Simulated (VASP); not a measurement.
# Ni (Pm-3m) in VASP: notebook, part 2 of 2

VASP 6.6.1.

**4. Single point, PBE**

This run uses another cell than the first one, of 12.59 Å³/atom, 1.136 times its volume.

Input file INCAR:

```
PREC = Accurate
ENCUT = 520
EDIFF = 1E-6
ISMEAR = -1
SIGMA = 0.1
LREAL = F
LASPH = T
NELM = 100
ALGO = Normal
ISIF = 2
LWAVE = F
LCHARG = T
GGA = PE
LELF = T
LVHAR = T
NBANDS = 11
```

Input file KPOINTS:

```
regular mesh
0
Gamma
  14 14 14
```

Input file POSCAR:

```
Ni
1.0
    2.3265230022      0.0000000000      0.0000000000
    0.0000000000      2.3265230022      0.0000000000
    0.0000000000      0.0000000000      2.3265230022
Ni
1
Direct
    0.0000000000      0.0000000000      0.0000000000
```

Potentials or basis: VASP PAW PBE potentials, release 64 (Ni).

Command:

```console
cat potpaw_PBE.64/Ni/POTCAR > POTCAR
mpirun -np 1 vasp_std > vasp.out
```

OUTCAR:

```text
PREC = Accurate
   ENCUT = 520
   EDIFF = 1E-6
   ISMEAR = -1
   LREAL = F
   LASPH = T
   NELM = 100
   ISIF = 2
   GGA = PE

 ion  position               nearest neighbor table
   1  0.000  0.000  0.000-

  LATTYP: Found a simple cubic cell.
 ALAT       =     2.3265230022

  Lattice vectors:

 A1 = (   2.3265230022,   0.0000000000,   0.0000000000)
 A2 = (   0.0000000000,   2.3265230022,   0.0000000000)
 A3 = (   0.0000000000,   0.0000000000,   2.3265230022)

[... 504 lines left out ...]
      2       4.7355      2.00000
      3       5.5424      2.00000
      4       6.6542      1.99885
      5       7.1376      1.86478
      6       7.2083      1.74354
      7      14.8006      0.00000
      8      22.8648      0.00000
      9      30.2291      0.00000
     10      33.1373      0.00000
     11      33.6783      0.00000

 [... further k-points ...]
[... 5 lines left out ...]
  --------------------------------------------------------------------------------------
  -------------------------------------------------------------------------------------
  Total       -0.0037068     -0.0037068     -0.0037068     -0.0000000     -0.0000000      0.0000000
  in kB       -0.4716169     -0.4716169     -0.4716169     -0.0000000     -0.0000000      0.0000000
  external PRESSURE =      -0.4716169 kB  Pullay stress =       0.0000000 kB

 VOLUME and BASIS-vectors are now :
 -----------------------------------------------------------------------------
  energy-cutoff  :      520.00
  volume of cell :       12.59
      direct lattice vectors                 reciprocal lattice vectors
     2.326523002  0.000000000  0.000000000     0.429825967  0.000000000  0.000000000
     0.000000000  2.326523002  0.000000000     0.000000000  0.429825967  0.000000000
     0.000000000  0.000000000  2.326523002     0.000000000  0.000000000  0.429825967

 POSITION                                       TOTAL-FORCE (eV/Angst)
 -----------------------------------------------------------------------------------
      0.00000      0.00000      0.00000         0.000000      0.000000      0.000000
 -----------------------------------------------------------------------------------
    total drift:                                0.000000      0.000000      0.000000

  FREE ENERGIE OF THE ION-ELECTRON SYSTEM (eV)
  ---------------------------------------------------
  free  energy   TOTEN  =        -4.7965634713 eV

  energy  without entropy=       -4.7173765612  energy(sigma->0) =       -4.75697002
```

stdout:

```text
POSCAR found type information on POSCAR Ni
 POSCAR found :  1 types and       1 ions
 scaLAPACK will be used
 LDA part: xc-table for (Slater+PW92), standard interpolation
 POSCAR, INCAR and KPOINTS ok, starting setup
 FFT: planning ... GRIDC
 FFT: planning ... GRID_SOFT
 FFT: planning ... GRID
 WAVECAR not read
 entering main loop
```

Wall time 8.5 s (1 thread of Intel Xeon 6975P-C (Granite Rapids), shared host); peak memory 0.12 GiB.

Results:

```yaml
Free_energy: -4.7966 eV
Pressure: 0.0 GPa
Band_gap_on_the_k_mesh: zero (band 5 reaches 8.21 eV, above the bottom of band 6 at 6.93 eV)
```

Levels at points of the mesh, in eV from the Fermi level:
| k point | band 1 | band 2 | band 3 | band 4 | band 5 | band 6 | band 7 | band 8 | band 9 | band 10 |
| --- | --- | --- | --- | --- | --- | --- | --- | --- | --- | --- |
| (0.00, 0.00, 0.00) | -7.91 | -3.28 | -3.28 | 0.05 | 0.05 | 0.05 | 19.53 | 19.53 | 19.53 | 23.34 |
| (0.50, 0.00, 0.00) | -3.71 | -2.84 | -1.00 | -1.00 | -0.97 | 0.14 | 3.85 | 24.53 | 26.73 | 26.87 |
| (0.50, 0.50, 0.00) | -3.87 | -2.52 | -0.79 | -0.79 | 0.75 | 5.28 | 5.28 | 11.42 | 11.42 | 31.22 |
| (0.50, 0.50, 0.50) | -2.92 | -2.92 | -2.92 | 0.81 | 0.81 | 11.87 | 11.87 | 11.87 | 13.89 | 17.17 |

Caveat: the run has no spin polarisation, though such a crystal can be magnetic. Spin polarisation is off, so any magnetic state and its effect on volume and gap are missing.

**5. Single point, PBE (volume scaled by 1.12)**

Input file INCAR:

```
PREC = Accurate ; ENCUT = 520
EDIFF = 1E-6 ; ISMEAR = -1
SIGMA = 0.1 ; LREAL = F
LASPH = T ; NELM = 60
ALGO = Normal ; ISIF = 2
LWAVE = F ; LCHARG = F
GGA = PE ; NBANDS = 11
```

Input file KPOINTS:

```
Automatic mesh
0
Gamma
  15 15 15
```

Input file POSCAR:

```
Ni
1.0
    2.4160913934      0.0000000000      0.0000000000
    0.0000000000      2.4160913934      0.0000000000
    0.0000000000      0.0000000000      2.4160913934
Ni
1
Direct
    0.0000000000      0.0000000000      0.0000000000
```

Command:

```console
cat potpaw_PBE.64/Ni/POTCAR > POTCAR
mpirun -np 1 vasp_std > vasp.out
```

Run time: 9.3 s. Hardware: 1 thread of Intel Xeon 6975P-C (Granite Rapids), shared host; peak memory 0.13 GiB.

Results (log left out):

| Quantity | Value |
| --- | --- |
| Free energy | -4.7322 eV |
| Pressure | -12.4 GPa |
| Band gap on the k mesh | zero (band 5 reaches 6.67 eV, above the bottom of band 6 at 5.69 eV) |

Levels at points of the mesh, in eV from the Fermi level:
```csv
k point,band 1,band 2,band 3,band 4,band 5,band 6,band 7,band 8,band 9,band 10
"(0.00, 0.00, 0.00)",-7.20,-2.80,-2.80,0.02,0.02,0.02,18.22,18.22,18.22,21.79
```

Caveat: the cell differs from its parent crystal (volume scaled by 1.12); the run has no spin polarisation, though such a crystal can be magnetic. Spin polarisation is off, so any magnetic state and its effect on volume and gap are missing.

**6. Overview**

```tsv
cell	k mesh	gap on the mesh (eV)	pressure (GPa)
a = 2.229 Å, 1 atom	15 × 15 × 15	none	24.8
a = 2.295 Å, 1 atom	15 × 15 × 15	none	6.3
a = 2.327 Å, 1 atom	14 × 14 × 14	none	0.0
a = 2.416 Å, 1 atom	15 × 15 × 15	none	-12.4
```

Alike in all rows: task single point; level PBE; potentials or basis VASP PAW PBE potentials, release 64 (Ni); no spin polarisation; cutoff (eV) 520; smearing fermi-dirac 0.1 eV.

Caveats: the run has no spin polarisation, though such a crystal can be magnetic.

Total energies depend on the potentials used, so only differences within one code and one set of settings carry meaning.
